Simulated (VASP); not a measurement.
# GeSb4Te4 (Cm) in VASP: single point with PBE

Aim: the single point of GeSb4Te4 with PBE.

All numbers are computed with VASP 6.6.1; they aren't measurements. Logs are shortened: lines on timing, memory, paths and dates and some standing lists are left out, and cuts for length are marked.

## (1) The cell of the first run

Symmetry: Cm, No. 8, monoclinic system. The conventional cell has a = 7.500 Å, b = 4.330 Å, c = 18.043 Å, α = 90.00°, β = 102.00°, γ = 90.00°. Within 4.0 Å of Ge (site symmetry m) lie 6 Te at 3.01 Å. Sb (site symmetry m) has 3 Sb at 2.94 Å and 3 Te at 3.64 Å within 3.9 Å. Sb (site symmetry m) has 1 Te at 2.93 Å and 3 Sb at 2.94 Å within 3.9 Å. Sb (site symmetry m) has 6 Te at 3.03 to 3.21 Å within 4.0 Å. Sb (site symmetry m) has 6 Te at 3.03 to 3.21 Å within 4.0 Å. Te (site symmetry m) has 3 Ge at 3.01 Å and 3 Sb at 3.21 Å within 4.0 Å. Te (site symmetry m) has 3 Ge at 3.01 Å and 3 Sb at 3.21 Å within 4.0 Å. Within 4.0 Å of Te (site symmetry m) lie 6 Sb at 3.03 to 3.64 Å.

## (2) Single point, PBE

INCAR reads:

```
SYSTEM = GeSb4Te4
  PREC = Accurate
  ENCUT = 520
  EDIFF = 1E-7
  ISMEAR = 0
  SIGMA = 0.03
  LREAL = .False.
  LASPH = .True.
  NELM = 80
  ALGO = Normal
  ISIF = 2
  LWAVE = .False.
  LCHARG = .True.
  GGA = PE
  LELF = .True.
  LVHAR = .True.
  NBANDS = 39
```

KPOINTS reads:

```
regular mesh
0
Gamma
  9 9 2
  0 0 0
```

POSCAR reads:

```
GeSb4Te4
1.0
   -4.3299846501      0.0000000000      0.0000000000
   -2.1649923251     -3.7498767050      0.0000000000
   -3.2474884876     -1.8749383525     17.6486093019
Ge Sb Te
1 4 4
Direct
   -0.3095250000     -0.3095250000      0.6190500000
    0.2517587338      0.2517587338      0.1631491990
    0.6291912662      0.6291912662      0.0749508010
    0.4617574912      0.4617574912      0.4098183509
   -0.0808074912     -0.0808074912      0.8282816491
    0.0715490939      0.0715490939      0.5235684789
    0.3094009061      0.3094009061      0.7145315211
    0.8434916432      0.8434916431      0.3130167137
   -0.4625416432     -0.4625416432      0.9250832863
```

Potentials or basis: VASP PAW PBE potentials, release 64 (Ge_d, Sb, Te).

The run is started by

```console
$ cat potpaw_PBE.64/Ge_d/POTCAR potpaw_PBE.64/Sb/POTCAR potpaw_PBE.64/Te/POTCAR > POTCAR
$ mpirun -np 1 vasp_std > vasp.out
```

OUTCAR:

```text
SYSTEM = GeSb4Te4
   PREC = Accurate
   ENCUT = 520
   EDIFF = 1E-7
   ISMEAR = 0
   LREAL = .False.
   LASPH = .True.
   NELM = 80
   ISIF = 2
   GGA = PE

 ion  position               nearest neighbor table
   1  0.690  0.690  0.619-   6 3.01   7 3.01   6 3.01   7 3.01   7 3.01   6 3.01
   2  0.252  0.252  0.163-   3 2.94   3 2.94   3 2.94   8 3.64   8 3.64   8 3.64
   3  0.629  0.629  0.075-   9 2.93   2 2.94   2 2.94   2 2.94
   4  0.462  0.462  0.410-   8 3.03   8 3.03   8 3.03   6 3.21   6 3.21   6 3.21
   5  0.919  0.919  0.828-   9 3.03   9 3.03   9 3.03   7 3.21   7 3.21   7 3.21
   6  0.072  0.072  0.524-   1 3.01   1 3.01   1 3.01   4 3.21   4 3.21   4 3.21
   7  0.309  0.309  0.715-   1 3.01   1 3.01   1 3.01   5 3.21   5 3.21   5 3.21
   8  0.843  0.843  0.313-   4 3.03   4 3.03   4 3.03   2 3.64   2 3.64   2 3.64
   9  0.537  0.537  0.925-   3 2.93   5 3.03   5 3.03   5 3.03

  LATTYP: Found a face centered orthorhombic cell.
 ALAT       =     4.3299846501
 B/A-ratio  =     1.7320508076
 C/A-ratio  =     8.1518114858

  Lattice vectors:

 A1 = (  -3.2474884876,  -1.8749383525,  17.6486093019)
 A2 = (  -1.0824961625,   1.8749383525,  17.6486093019)
 A3 = (  -4.3299846501,   0.0000000000,   0.0000000000)

Analysis of symmetry for initial positions (statically):
=====================================================================
 Subroutine PRICEL returns:
 Original cell was already a primitive cell.

 Routine SETGRP: Setting up the symmetry group for a
 face centered orthorhombic supercell.

 Subroutine GETGRP returns: Found  2 space group operations
 (whereof  2 operations were pure point group operations)
 out of a pool of  8 trial point group operations.

The static configuration has the point symmetry C_1h.

Analysis of symmetry for dynamics (positions and initial velocities):
=====================================================================
 Subroutine PRICEL returns:
 Original cell was already a primitive cell.

 Routine SETGRP: Setting up the symmetry group for a
 face centered orthorhombic supercell.

 Subroutine GETGRP returns: Found  2 space group operations
 (whereof  2 operations were pure point group operations)
 out of a pool of  8 trial point group operations.

The dynamic configuration has the point symmetry C_1h.

 Subroutine INISYM returns: Found  2 space group operations
 (whereof  2 operations are pure point group operations),
 and found     1 'primitive' translations

----------------------------------------------------------------------------------------

                                     Primitive cell

  volume of cell :     286.5589

  direct lattice vectors                    reciprocal lattice vectors
    -4.329984650  0.000000000  0.000000000    -0.230947701  0.133337717 -0.028330844
    -2.164992325 -3.749876705  0.000000000     0.000000000 -0.266675435 -0.028330844
    -3.247488488 -1.874938353 17.648609302     0.000000000  0.000000000  0.056661688

  length of vectors
     4.329984650  4.329984650 18.042588107     0.268176107  0.268176107  0.056661688

  position of ions in fractional coordinates (direct lattice)
     0.690475000  0.690475000  0.619050000
     0.251758734  0.251758734  0.163149199
     0.629191266  0.629191266  0.074950801
     0.461757491  0.461757491  0.409818351
     0.919192509  0.919192509  0.828281649
     0.071549094  0.071549094  0.523568479
     0.309400906  0.309400906  0.714531521
     0.843491643  0.843491643  0.313016714
     0.537458357  0.537458357  0.925083286

  ion indices of the primitive-cell ions
   primitive index   ion index
                 1           1
                 2           2
                 3           3
                 4           4
                 5           5
                 6           6
                 7           7
                 8           8
                 9           9

----------------------------------------------------------------------------------------

[... 27 lines left out ...]
|                                                                             |
|     Your reciprocal lattice and k-lattice belong to different lattice       |
|     classes:                                                                |
|                                                                             |
|        The reciprocal lattice is body-centered orthorhombic,                |
|        whereas your k-lattice is base-centered monoclinic.                  |
|                                                                             |
|     Results are often still useful ...                                      |
|                                                                             |
 -----------------------------------------------------------------------------

 WARNING: IBZKPT: internal override: KBLOWUP is changed to .FALSE.
      ... skipping the blow-up phase ...

 Subroutine IBZKPT returns following result:
 ===========================================

 Found     50 irreducible k-points:

 Following reciprocal coordinates:
            Coordinates               Weight
  0.000000  0.000000  0.000000      1.000000
  0.111111  0.000000 -0.000000      4.000000
  0.222222  0.000000  0.000000      4.000000
  0.333333 -0.000000 -0.000000      4.000000
  0.444444  0.000000  0.000000      4.000000
  0.111111  0.111111  0.000000      2.000000
[... 16 lines left out ...]
 -0.333333  0.333333  0.000000      2.000000
  0.444444  0.444444  0.000000      2.000000
 [... further k-points ...]
   k-points           NKPTS =     50   k-points in BZ     NKDIM =     50   number of bands    NBANDS=     39
   number of dos      NEDOS =    301   number of ions     NIONS =      9
   total plane-waves  NPLWV = 143360
   dimension x,y,z NGX =    32 NGY =   32 NGZ =  140
   dimension x,y,z NGXF=    64 NGYF=   64 NGZF=  280
   ions per type =               1   4   4
   NGX,Y,Z   is equivalent  to a cutoff of  12.29, 12.29, 12.90 a.u.
   NGXF,Y,Z  is equivalent  to a cutoff of  24.57, 24.57, 25.80 a.u.
 SYSTEM =  GeSb4Te4
   PREC   = accura    normal or accurate (medium, high low for compatibility)
   ISTART =      0    job   : 0-new  1-cont  2-samecut
   ICHARG =      2    charge: 1-file 2-atom 10-const
   ISPIN  =      1    spin polarized calculation?
   LNONCOLLINEAR =      F non collinear calculations
   LSORBIT =      F    spin-orbit coupling
   LASPH  =      T    aspherical Exc in radial PAW
   ENCUT  =  520.0 eV  38.22 Ry    6.18 a.u.   8.05  8.05 33.55*2*pi/ulx,y,z
   NELM   =     80;   NELMIN=  2; NELMDL= -5     # of ELM steps
   EDIFF  = 0.1E-06   stopping-criterion for ELM
   LREAL  =      F    real-space projection
   EDIFFG = 0.1E-05   stopping-criterion for IOM
   NSW    =      0    number of steps for IOM
   IBRION =     -1    ionic relax: 0-MD 1-quasi-New 2-CG
   NFREE  =      0    steps in history (QN), initial steepest desc. (CG)
   ISIF   =      2    stress and relaxation
   ISYM   =      2    0-nonsym 1-usesym 2-fastsym
   POTIM  = 0.5000    time-step for ionic-motion
   TEBEG  =    0.0;   TEEND  =   0.0 temperature during run
   PSTRESS=    0.0 pullay stress
   NELECT =      58.0000    total number of electrons
   NUPDOWN=      -1.0000    fix difference up-down
   EMIN   =  10.00;   EMAX   =-10.00  energy-range for DOS
   EFERMI =   0.00;   METHOD = LEGACY
   ISMEAR =     0;   SIGMA  =   0.03  broadening in eV -4-tet -1-fermi 0-gaus
   EFERMI_NEDOS =   21; number of points for ismear=-14 and -15
   IALGO  =     38    algorithm
   IMIX   =      4    mixing-type and parameters
     AMIX     =   0.40;   BMIX     =  1.00
     AMIX_MAG =   1.60;   BMIX_MAG =  1.00
  volume/ion in A,a.u.               =      31.84       214.87
  Fermi-wavevector in a.u.,A,eV,Ry     =   0.961198  1.816401 12.570446  0.923902
  Thomas-Fermi vector in A             =   2.090549
   LORBIT       =      0    0 simple, 1 ext, 2 COOP (PROOUT), +10 PAW based schemes
   GGA     = PE    functional components
   LHFCALC =     F    Hartree Fock is set to
   AEXX    =    0.0000 exact exchange contribution
   IVDW    =     0    specifies the selected vdW correction
   LEPSILON=     F    determine dielectric tensor
   LRPA    =     F    only Hartree local field effects (RPA)
 non-spin polarized calculation
 Gauss-broadening in eV      SIGMA  =   0.03
  energy-cutoff  :      520.00
  volume of cell :      286.56
 maximum number of plane-waves:      7742
   NGX = 17   NGY = 17   NGZ = 67

 number of electron      58.0000004 magnetization

 Free energy of the ion-electron system (eV)
  ---------------------------------------------------
  ext. energy  EPLUGINS =         0.00000000
  ---------------------------------------------------
  free energy    TOTEN  =       -33.94161970 eV

  energy without entropy =      -33.94064241  energy(sigma->0) =      -33.94113106

 E-fermi :   6.4485     XC(G=0):  -9.2450

 val. band max:        6.4346553095   @ k =   0.4444   0.4444   0.0000
 cond. band min:       6.4561289329   @ k =   0.4444   0.0000   0.0000
 fundamental gap:      0.0214736233
 Fermi energy:         6.4485188016

 k-point     1 :       0.0000    0.0000    0.0000
  band No.  band energies     occupation
      1     -18.7360      2.00000
      2     -18.7290      2.00000
      3     -18.7278      2.00000
      4     -18.7260      2.00000
      5     -18.7211      2.00000
      6      -6.8952      2.00000
[... 997 lines left out ...]
     38       9.3676      0.00000
     39       9.4829      0.00000

 [... further k-points ...]

------------------------ aborting loop because EDIFF is reached ----------------------------------------

  FORCE on cell =-STRESS in cart. coord.  units (eV):
  Direction    XX          YY          ZZ          XY          YZ          ZX
  --------------------------------------------------------------------------------------
  -------------------------------------------------------------------------------------
  Total        0.3979500      0.7359766      4.2061720     -0.2927396     -1.1817545     -2.0468589
  in kB        2.2249758      4.1149137     23.5171006     -1.6367342     -6.6072997    -11.4441795
  external PRESSURE =       9.9523300 kB  Pullay stress =       0.0000000 kB

 VOLUME and BASIS-vectors are now :
 -----------------------------------------------------------------------------
  energy-cutoff  :      520.00
  volume of cell :      286.56
      direct lattice vectors                 reciprocal lattice vectors
    -4.329984650  0.000000000  0.000000000    -0.230947701  0.133337717 -0.028330844
    -2.164992325 -3.749876705  0.000000000     0.000000000 -0.266675435 -0.028330844
    -3.247488488 -1.874938353 17.648609302     0.000000000  0.000000000  0.056661688

 POSITION                                       TOTAL-FORCE (eV/Angst)
 -----------------------------------------------------------------------------------
     -6.49498     -3.74988     10.92537        -0.035458     -0.020472     -0.012157
     -2.16499     -1.24996      2.87936        -0.168310     -0.097174      0.310175
     -4.32998     -2.49992      1.32278        -0.342005     -0.197457      0.945709
     -4.32998     -2.49992      7.23272        -0.019692     -0.011369      0.046136
     -8.65997     -4.99984     14.61802         0.101154      0.058401     -0.409077
     -2.16499     -1.24996      9.24026         0.010342      0.005971     -0.007878
     -4.32998     -2.49992     12.61049         0.075444      0.043557      0.037205
     -6.49498     -3.74988      5.52431         0.037037      0.021383     -0.091875
     -6.49498     -3.74988     16.32643         0.341489      0.197159     -0.818237
 -----------------------------------------------------------------------------------
    total drift:                                0.000181      0.000105      0.000530

  FREE ENERGIE OF THE ION-ELECTRON SYSTEM (eV)
  ---------------------------------------------------
  free  energy   TOTEN  =       -33.9416197021 eV

  energy  without entropy=      -33.9406424080  energy(sigma->0) =      -33.94113106
```

Wall time 18 min (1 thread of Oxide Virtual Turin-like, shared host); peak memory 0.68 GiB.

Results:

```yaml
Free_energy: -33.9416 eV
Pressure: 1.0 GPa
Largest_force: 1.025 eV/Å
Band_gap_on_the_k_mesh: zero (band 29 reaches 6.52 eV, above the bottom of band 30 at 6.43 eV)
```

Forces on the atoms (eV/Å):
```
Ge  -0.035 -0.020 -0.012
Sb  -0.168 -0.097  0.310
Sb  -0.342 -0.197  0.946
Sb  -0.020 -0.011  0.046
Sb   0.101  0.058 -0.409
Te   0.010  0.006 -0.008
Te   0.075  0.044  0.037
Te   0.037  0.021 -0.092
Te   0.341  0.197 -0.818
```

Stress tensor (GPa, compression positive):
```
 0.22 -0.16 -1.14
-0.16  0.41 -0.66
-1.14 -0.66  2.35
```

Caveat: spin-orbit coupling is left out, which moves the levels of the heavy elements; forces of over 1 eV/Å act on the atoms, so gaps and moduli don't describe the material at rest.
